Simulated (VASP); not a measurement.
# ZnS (P6_3mc) in VASP: single point with HSE06

Aim: the single point of ZnS with HSE06.

Everything below comes from runs of VASP 6.6.1. Logs are shortened: lines on timing, memory, paths and dates and some standing lists are left out, and cuts for length are marked.

### 1 The cell of the first run

The structure is hexagonal, space group P6_3mc (No. 186). Conventional cell: a = 3.781 Å, b = 3.781 Å, c = 6.207 Å, α = 90.00°, β = 90.00°, γ = 120.00°. Zn (site symmetry 3m) has 4 S at 2.32 Å within 3.1 Å. S (site symmetry 3m) has 4 Zn at 2.32 Å within 3.1 Å.

### 2 Single point, HSE06

Input file POSCAR:

```
ZnS
1.0
    3.7813979448      0.0000000028      0.0000000000
   -1.8906989749      3.2747866806      0.0000000000
    0.0000000000      0.0000000000      6.2074428173
Zn S
2 2
Direct
    0.3333333333      0.6666666667      0.5024422975
    0.6666666667      0.3333333333      0.0024422975
    0.6666666667      0.3333333333      0.3765677025
    0.3333333333      0.6666666667      0.8765677025
```

Input file INCAR.step1:

```
SYSTEM = ZnS
ALGO = Normal
EDIFF = 1E-5
ENCUT = 520
GGA = PE
ISIF = 2
ISMEAR = 0
KPAR = 4
LASPH = .TRUE.
LCHARG = .FALSE.
LREAL = .FALSE.
LWAVE = .TRUE.
NBANDS = 26
NELM = 100
PREC = Accurate
SIGMA = 0.01
```

Input file INCAR.step2:

```
SYSTEM = ZnS
ALGO = Normal
EDIFF = 1E-6
ENCUT = 520
GGA = PE
HFSCREEN = 0.2079
ISIF = 2
ISMEAR = 0
ISTART = 1
KPAR = 4
LASPH = .TRUE.
LCHARG = .FALSE.
LHFCALC = .TRUE.
LREAL = .FALSE.
LWAVE = .FALSE.
NBANDS = 26
NELM = 100
PREC = Accurate
PRECFOCK = Normal
SIGMA = 0.01
```

Input file KPOINTS:

```
k-points
0
G
  6 6 4
  0 0 0
```

Potentials or basis: VASP PAW PBE potentials, release 64 (Zn, S).

Started as:

```console
> cat potpaw_PBE.64/Zn/POTCAR potpaw_PBE.64/S/POTCAR > POTCAR
> cp INCAR.step1 INCAR
> mpirun -np 4 vasp_std > vasp.out
> cp INCAR.step2 INCAR
> mpirun -np 4 vasp_std > vasp.out
```

OUTCAR:

```text
SYSTEM = ZnS
   EDIFF = 1E-6
   ENCUT = 520
   GGA = PE
   HFSCREEN = 0.2079
   ISIF = 2
   ISMEAR = 0
   ISTART = 1
   LASPH = .TRUE.
   LHFCALC = .TRUE.
   LREAL = .FALSE.
   NELM = 100
   PREC = Accurate
   PRECFOCK = Normal

 ion  position               nearest neighbor table
   1  0.333  0.667  0.502-   3 2.32   3 2.32   3 2.32   4 2.32
   2  0.667  0.333  0.002-   4 2.32   4 2.32   4 2.32   3 2.32
   3  0.667  0.333  0.377-   1 2.32   1 2.32   1 2.32   2 2.32
   4  0.333  0.667  0.877-   2 2.32   2 2.32   2 2.32   1 2.32

  LATTYP: Found a hexagonal cell.
 ALAT       =     3.7813979448
 C/A-ratio  =     1.6415735418

  Lattice vectors:

 A1 = (   3.7813979448,   0.0000000028,   0.0000000000)
 A2 = (  -1.8906989749,   3.2747866806,   0.0000000000)
 A3 = (   0.0000000000,   0.0000000000,   6.2074428173)

Analysis of symmetry for initial positions (statically):
=====================================================================
 Subroutine PRICEL returns:
 Original cell was already a primitive cell.

 Routine SETGRP: Setting up the symmetry group for a
 hexagonal supercell.

 Subroutine GETGRP returns: Found 12 space group operations
 (whereof  6 operations were pure point group operations)
 out of a pool of 24 trial point group operations.

The static configuration has the point symmetry C_3v.
 The point group associated with its full space group is C_6v.

Analysis of symmetry for dynamics (positions and initial velocities):
=====================================================================
 Subroutine PRICEL returns:
 Original cell was already a primitive cell.

 Routine SETGRP: Setting up the symmetry group for a
 hexagonal supercell.

 Subroutine GETGRP returns: Found 12 space group operations
 (whereof  6 operations were pure point group operations)
 out of a pool of 24 trial point group operations.

The dynamic configuration has the point symmetry C_3v.
 The point group associated with its full space group is C_6v.

 Subroutine INISYM returns: Found 12 space group operations
 (whereof  6 operations are pure point group operations),
 and found     1 'primitive' translations

----------------------------------------------------------------------------------------

                                     Primitive cell

  volume of cell :      76.8685

  direct lattice vectors                    reciprocal lattice vectors
     3.781397945  0.000000003  0.000000000     0.264452463  0.152681701  0.000000000
    -1.890698975  3.274786681  0.000000000    -0.000000000  0.305363401  0.000000000
     0.000000000  0.000000000  6.207442817     0.000000000  0.000000000  0.161096933

  length of vectors
     3.781397945  3.781397945  6.207442817     0.305363401  0.305363401  0.161096933

  position of ions in fractional coordinates (direct lattice)
     0.333333333  0.666666667  0.502442297
     0.666666667  0.333333333  0.002442297
     0.666666667  0.333333333  0.376567702
     0.333333333  0.666666667  0.876567702

  ion indices of the primitive-cell ions
   primitive index   ion index
                 1           1
                 2           2
                 3           3
                 4           4

----------------------------------------------------------------------------------------

 KPOINTS: k-points

Automatic generation of k-mesh.
 Grid dimensions read from file:
 generate k-points for:    6    6    4

 Generating k-lattice:

  Cartesian coordinates                     Fractional coordinates (reciprocal lattice)
     0.044075410  0.025446950  0.000000000     0.166666667  0.000000000  0.000000000
    -0.000000000  0.050893900  0.000000000     0.000000000  0.166666667  0.000000000
     0.000000000  0.000000000  0.040274233     0.000000000  0.000000000  0.250000000

  Length of vectors
     0.050893900  0.050893900  0.040274233

  Shift w.r.t. Gamma in fractional coordinates (k-lattice)
     0.000000000  0.000000000  0.000000000

 Subroutine IBZKPT returns following result:
 ===========================================

 Found     21 irreducible k-points:

 Following reciprocal coordinates:
            Coordinates               Weight
  0.000000  0.000000  0.000000      1.000000
  0.166667  0.000000  0.000000      6.000000
  0.333333 -0.000000  0.000000      6.000000
  0.500000 -0.000000  0.000000      3.000000
  0.166667  0.166667  0.000000      6.000000
  0.333333  0.166667  0.000000     12.000000
[... 13 lines left out ...]
  0.333333  0.166667  0.500000     12.000000
  0.333333  0.333333  0.500000      2.000000
   k-points           NKPTS =     21   k-points in BZ     NKDIM =    144   number of bands    NBANDS=     26
   number of dos      NEDOS =    301   number of ions     NIONS =      4
   total plane-waves  NPLWV =  37632
   dimension x,y,z NGX =    28 NGY =   28 NGZ =   48
   dimension x,y,z NGXF=    56 NGYF=   56 NGZF=   96
   ions per type =               2   2
   NGX,Y,Z   is equivalent  to a cutoff of  12.31, 12.31, 12.86 a.u.
   NGXF,Y,Z  is equivalent  to a cutoff of  24.62, 24.62, 25.71 a.u.
 SYSTEM =  ZnS
   PREC   = accura    normal or accurate (medium, high low for compatibility)
   ISTART =      1    job   : 0-new  1-cont  2-samecut
   ICHARG =      0    charge: 1-file 2-atom 10-const
   ISPIN  =      1    spin polarized calculation?
   LNONCOLLINEAR =      F non collinear calculations
   LSORBIT =      F    spin-orbit coupling
   LASPH  =      T    aspherical Exc in radial PAW
   ENCUT  =  520.0 eV  38.22 Ry    6.18 a.u.   7.03  7.03 11.54*2*pi/ulx,y,z
   NELM   =    100;   NELMIN=  2; NELMDL=  0     # of ELM steps
   EDIFF  = 0.1E-05   stopping-criterion for ELM
   LREAL  =      F    real-space projection
   EDIFFG = 0.1E-04   stopping-criterion for IOM
   NSW    =      0    number of steps for IOM
   IBRION =     -1    ionic relax: 0-MD 1-quasi-New 2-CG
   NFREE  =      0    steps in history (QN), initial steepest desc. (CG)
   ISIF   =      2    stress and relaxation
   ISYM   =      3    0-nonsym 1-usesym 2-fastsym
   POTIM  = 0.5000    time-step for ionic-motion
   TEBEG  =    0.0;   TEEND  =   0.0 temperature during run
   PSTRESS=    0.0 pullay stress
   NELECT =      36.0000    total number of electrons
   NUPDOWN=      -1.0000    fix difference up-down
   EMIN   =  10.00;   EMAX   =-10.00  energy-range for DOS
   EFERMI =   0.00;   METHOD = LEGACY
   ISMEAR =     0;   SIGMA  =   0.01  broadening in eV -4-tet -1-fermi 0-gaus
   EFERMI_NEDOS =   21; number of points for ismear=-14 and -15
   IALGO  =     38    algorithm
   IMIX   =      1    mixing-type and parameters
     AMIX     =   0.40;   BMIX     =  1.00
     AMIX_MAG =   1.60;   BMIX_MAG =  1.00
  volume/ion in A,a.u.               =      19.22       129.68
  Fermi-wavevector in a.u.,A,eV,Ry     =   1.271334  2.402473 21.990958  1.616290
  Thomas-Fermi vector in A             =   2.404273
   LORBIT       =      0    0 simple, 1 ext, 2 COOP (PROOUT), +10 PAW based schemes
   GGA     = PE    functional components
   LHFCALC =     T    Hartree Fock is set to
   PRECFOCK=normal    Normal, Fast or Accurate (Low or Medium for compatibility)
   ENCUT4O =  -1.0   cutoff for four orbital integrals eV
   NKREDX  =     1    reduce k-point grid by
   NKREDY  =     1    reduce k-point grid by
   NKREDZ  =     1    reduce k-point grid by
   AEXX    =    0.2500 exact exchange contribution
   HFSCREEN=    0.2079 screening length (either q_TF or 0.3 A-1)
   HFSCREENC=   0.2079 screening length for correlation (either q_TF or 0.3 A-1)
   ENCUTFOCK=  -1.0 apply spherical cutoff to Coloumb kernel
   IVDW    =     0    specifies the selected vdW correction
   LEPSILON=     F    determine dielectric tensor
   LRPA    =     F    only Hartree local field effects (RPA)
 non-spin polarized calculation
 Gauss-broadening in eV      SIGMA  =   0.01
  energy-cutoff  :      520.00
  volume of cell :       76.87
 maximum number of plane-waves:      2078
  NGX = 24; NGY = 24; NGZ = 36

 number of electron      35.9999984 magnetization

 Free energy of the ion-electron system (eV)
  ---------------------------------------------------
  ext. energy  EPLUGINS =         0.00000000
  ---------------------------------------------------
  free energy    TOTEN  =       -16.71249734 eV

  energy without entropy =      -16.71249734  energy(sigma->0) =      -16.71249734

 E-fermi :   1.7301     XC(G=0):  -8.0643

 val. band max:        1.6520388436   @ k =   0.0000   0.0000   0.0000
 cond. band min:       5.1745139764   @ k =   0.0000   0.0000   0.0000
 fundamental gap:      3.5224751328
 Fermi energy:         1.7300865814

 k-point     1 :       0.0000    0.0000    0.0000
  band No.  band energies     occupation
      1     -12.9003      2.00000
      2     -11.8591      2.00000
      3      -6.3049      2.00000
      4      -6.2890      2.00000
      5      -6.2890      2.00000
      6      -6.2071      2.00000
[... 18 lines left out ...]
     25      10.7132      0.00000
     26      12.4248      0.00000

 k-point     2 :       0.1667    0.0000    0.0000
  band No.  band energies     occupation
      1     -12.6952      2.00000
      2     -11.7500      2.00000
      3      -6.2821      2.00000
      4      -6.2622      2.00000
      5      -6.2549      2.00000
      6      -6.1736      2.00000
[... 18 lines left out ...]
     25      11.1560      0.00000
     26      11.5984      0.00000

 k-point     3 :       0.3333   -0.0000    0.0000
  band No.  band energies     occupation
      1     -12.2054      2.00000
      2     -11.5558      2.00000
      3      -6.2413      2.00000
      4      -6.2022      2.00000
      5      -6.1641      2.00000
      6      -6.0539      2.00000
[... 485 lines left out ...]
 k-point    20 :       0.3333    0.1667    0.5000
  band No.  band energies     occupation
      1     -11.6860      2.00000
      2     -11.6860      2.00000
      3      -6.1825      2.00000
      4      -6.1825      2.00000
      5      -6.1031      2.00000
      6      -6.1031      2.00000
[... 18 lines left out ...]
     25      12.2446      0.00000
     26      12.2446      0.00000

 k-point    21 :       0.3333    0.3333    0.5000
  band No.  band energies     occupation
      1     -11.5850      2.00000
      2     -11.5850      2.00000
      3      -6.1363      2.00000
      4      -6.1363      2.00000
      5      -6.1167      2.00000
      6      -6.1167      2.00000
[... 18 lines left out ...]
     25      12.6795      0.00000
     26      12.6795      0.00000

------------------------ aborting loop because EDIFF is reached ----------------------------------------

  FORCE on cell =-STRESS in cart. coord.  units (eV):
  Direction    XX          YY          ZZ          XY          YZ          ZX
  --------------------------------------------------------------------------------------
  -------------------------------------------------------------------------------------
  Total        1.5410791      1.5410791      1.4825931     -0.0000000     -0.0000000      0.0000000
  in kB       32.1208770     32.1208770     30.9018475     -0.0000000     -0.0000000      0.0000000
  external PRESSURE =      31.7145338 kB  Pullay stress =       0.0000000 kB

 VOLUME and BASIS-vectors are now :
 -----------------------------------------------------------------------------
  energy-cutoff  :      520.00
  volume of cell :       76.87
      direct lattice vectors                 reciprocal lattice vectors
     3.781397945  0.000000003  0.000000000     0.264452463  0.152681701  0.000000000
    -1.890698975  3.274786681  0.000000000    -0.000000000  0.305363401  0.000000000
     0.000000000  0.000000000  6.207442817     0.000000000  0.000000000  0.161096933

 POSITION                                       TOTAL-FORCE (eV/Angst)
 -----------------------------------------------------------------------------------
     -0.00000      2.18319      3.11888         0.000000      0.000000     -0.000499
      1.89070      1.09160      0.01516        -0.000000     -0.000000     -0.000499
      1.89070      1.09160      2.33752        -0.000000      0.000000      0.000499
     -0.00000      2.18319      5.44124        -0.000000      0.000000      0.000499
 -----------------------------------------------------------------------------------
    total drift:                               -0.000002      0.000016      0.002549

  FREE ENERGIE OF THE ION-ELECTRON SYSTEM (eV)
  ---------------------------------------------------
  free  energy   TOTEN  =       -16.7124973438 eV

  energy  without entropy=      -16.7124973438  energy(sigma->0) =      -16.71249734
```

Wall time 41 min (4 MPI ranks of Intel Xeon Platinum 8559C (Emerald Rapids), shared host); peak memory 0.33 GiB.

What came out:

| Property | Result |
| --- | --- |
| Free energy | -16.7125 eV |
| Pressure | 3.2 GPa |
| Band gap on the k mesh | 3.52 eV |

Levels at points of the mesh, in eV from the valence-band top:
```
           k point  band 15  band 16  band 17  band 18  band 19  band 20  band 21  band 22
(0.00, 0.00, 0.00)    -0.99    -0.09     0.00     0.00     3.52     4.37     7.57     7.57
(0.50, 0.00, 0.00)    -3.60    -2.46    -1.86    -0.98     4.75     5.59     6.15     8.15
(0.00, 0.00, 0.50)    -0.52    -0.52    -0.52    -0.52     4.89     4.89     8.04     8.04
(0.50, 0.00, 0.50)    -1.80    -1.80    -1.78    -1.78     4.67     4.67     6.39     6.39
```

Caveat: the cell stands under pressure; the PAW data sets were made with another functional, which shifts forces and pressure a little.
